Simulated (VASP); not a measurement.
# CaO (Pm-3m) in VASP: further runs, part 2 of 2

VASP 6.6.1.

**3. Relaxation of cell and atoms, PBE**

This run uses another cell than the first one, of 12.63 Å³/atom, 0.739 times its volume.

INCAR reads:

```
PREC     = Accurate       # precision mode
ENCUT    = 600            # plane-wave cutoff, eV
EDIFF    = 1E-6           # SCF threshold, eV
ISMEAR   = 0              # smearing method
SIGMA    = 0.02           # smearing width, eV
LREAL    = False          # projectors in reciprocal space
LASPH    = True           # aspherical terms in the spheres
NELM     = 80             # most SCF steps
ALGO     = Normal         # electronic algorithm
ISIF     = 3              # what is computed and relaxed
LWAVE    = False          # write WAVECAR
LCHARG   = False          # write CHGCAR
GGA      = PE             # functional
IBRION   = 2              # ionic algorithm
NSW      = 100            # ionic steps
EDIFFG   = -0.01          # ionic threshold
```

KPOINTS reads:

```
regular mesh
0
Gamma
  8 8 8
```

POSCAR reads:

```
CaO
1.0
    2.9342317802      0.0000000000      0.0000000000
    0.0000000000      2.9342317802      0.0000000000
    0.0000000000      0.0000000000      2.9342317802
Ca O
1 1
Direct
    0.0000000000      0.0000000000      0.0000000000
    0.5000000000      0.5000000000      0.5000000000
```

Potentials or basis: VASP PAW PBE potentials, release 64 (Ca_sv, O).

Run with:

```bash
> cat potpaw_PBE.64/Ca_sv/POTCAR potpaw_PBE.64/O/POTCAR > POTCAR
> mpirun -np 1 vasp_std > vasp.out
```

OUTCAR:

```text
PREC = Accurate
   ENCUT = 600
   EDIFF = 1E-6
   ISMEAR = 0
   LREAL = False
   LASPH = True
   NELM = 80
   ISIF = 3
   GGA = PE
   IBRION = 2
   NSW = 100
   EDIFFG = -0.01

 ion  position               nearest neighbor table
   1  0.000  0.000  0.000-   2 2.54   2 2.54   2 2.54   2 2.54   2 2.54   2 2.54   2 2.54   2 2.54

   2  0.500  0.500  0.500-   1 2.54   1 2.54   1 2.54   1 2.54   1 2.54   1 2.54   1 2.54   1 2.54

  LATTYP: Found a simple cubic cell.
 ALAT       =     2.9342317802

  Lattice vectors:
[... 588 lines left out ...]
      8       3.2531      2.00000
      9       8.4480      0.00000
     10       9.2903      0.00000
     11      10.6739      0.00000
     12      10.8205      0.00000

 [... further k-points ...]
[... 5 lines left out ...]
  --------------------------------------------------------------------------------------
  -------------------------------------------------------------------------------------
  Total       -0.0134879     -0.0134879     -0.0134879      0.0000000      0.0000000      0.0000000
  in kB       -0.8508829     -0.8508829     -0.8508829      0.0000000      0.0000000      0.0000000
  external PRESSURE =      -0.8508829 kB  Pullay stress =       0.0000000 kB

 VOLUME and BASIS-vectors are now :
 -----------------------------------------------------------------------------
  energy-cutoff  :      600.00
  volume of cell :       25.40
      direct lattice vectors                 reciprocal lattice vectors
     2.939421405  0.000000000 -0.000000000     0.340203007 -0.000000000  0.000000000
     0.000000000  2.939421405  0.000000000    -0.000000000  0.340203007 -0.000000000
    -0.000000000  0.000000000  2.939421405     0.000000000 -0.000000000  0.340203007

 POSITION                                       TOTAL-FORCE (eV/Angst)
 -----------------------------------------------------------------------------------
      0.00000      0.00000      0.00000        -0.000000     -0.000000      0.000000
      1.46971      1.46971      1.46971         0.000000      0.000000      0.000000
 -----------------------------------------------------------------------------------
    total drift:                                0.000000      0.000000     -0.000000

  FREE ENERGIE OF THE ION-ELECTRON SYSTEM (eV)
  ---------------------------------------------------
  free  energy   TOTEN  =       -11.8284153954 eV

  energy  without entropy=      -11.8284153954  energy(sigma->0) =      -11.82841540

 reached required accuracy - stopping structural energy minimisation
```

OSZICAR:

```text
N       E                     dE             d eps       ncg     rms          rms(c)
DAV:   1     0.140653410992E+03    0.14065E+03   -0.94746E+03   840   0.154E+03
DAV:   2    -0.612873448616E+01   -0.14678E+03   -0.13926E+03   976   0.357E+02
DAV:   3    -0.131832266658E+02   -0.70545E+01   -0.69859E+01  1084   0.788E+01
[... 14 lines left out ...]
DAV:   3    -0.118284613801E+02    0.51797E-03   -0.11224E-03  1324   0.429E-01    0.595E-02
DAV:   4    -0.118284005521E+02    0.60828E-04   -0.50555E-04  1292   0.197E-01    0.192E-02
DAV:   5    -0.118284049444E+02   -0.43923E-05   -0.70496E-06  1032   0.323E-02    0.150E-02
DAV:   6    -0.118284162733E+02   -0.11329E-04   -0.29368E-05  1348   0.323E-02    0.463E-03
DAV:   7    -0.118284153954E+02    0.87792E-06   -0.45426E-07   572   0.939E-03
   2 F= -.11828415E+02 E0= -.11828415E+02  d E =-.155932E-03
```

Wall time 9.7 s (1 thread of Intel Xeon Platinum 8375C at 2.90GHz (Ice Lake), shared host); peak memory 0.14 GiB.

What came out:

* Free energy: -11.8284 eV
* Relaxed volume: 12.70 Å³/atom
* Relaxed cell: a = 2.939 Å, b = 2.939 Å, c = 2.939 Å, α = 90.00°, β = 90.00°, γ = 90.00°
* Space group after relaxing (to 0.05 Å): Pm-3m (No. 221)
* Energy gained by relaxing: 0.1 meV/atom
* Ionic steps: 2
* Pressure after relaxing: -0.1 GPa
* Band gap on the k mesh: 2.77 eV, indirect (least direct gap 3.08 eV)

The path:
```
step  energy change (eV)  largest force (eV/Å)  pressure (GPa)  volume (Å³)
   1              0.0000                0.0000            0.47        25.26
   2             -0.0002                0.0000           -0.09        25.40
```

Final structure:
```
CELL_PARAMETERS angstrom
2.93942 0.00000 0.00000
0.00000 2.93942 0.00000
0.00000 0.00000 2.93942
ATOMIC_POSITIONS crystal
Ca 0.00000 0.00000 0.00000
O 0.50000 0.50000 0.50000
```

Levels at points of the mesh, in eV from the valence-band top:
```tsv
k point	band 6	band 7	band 8	band 9	band 10	band 11
(0.00, 0.00, 0.00)	-0.31	-0.31	-0.31	2.77	2.77	4.81
(0.50, 0.00, 0.00)	-3.70	-0.76	-0.76	3.72	6.95	7.92
(0.50, 0.50, 0.00)	-2.08	-2.08	0.00	3.81	4.62	6.45
(0.50, 0.50, 0.50)	-3.28	-3.28	-3.28	7.71	7.71	7.71
```

A k mesh can miss the band edges. As with any semilocal functional, this PBE gap is likely too small.
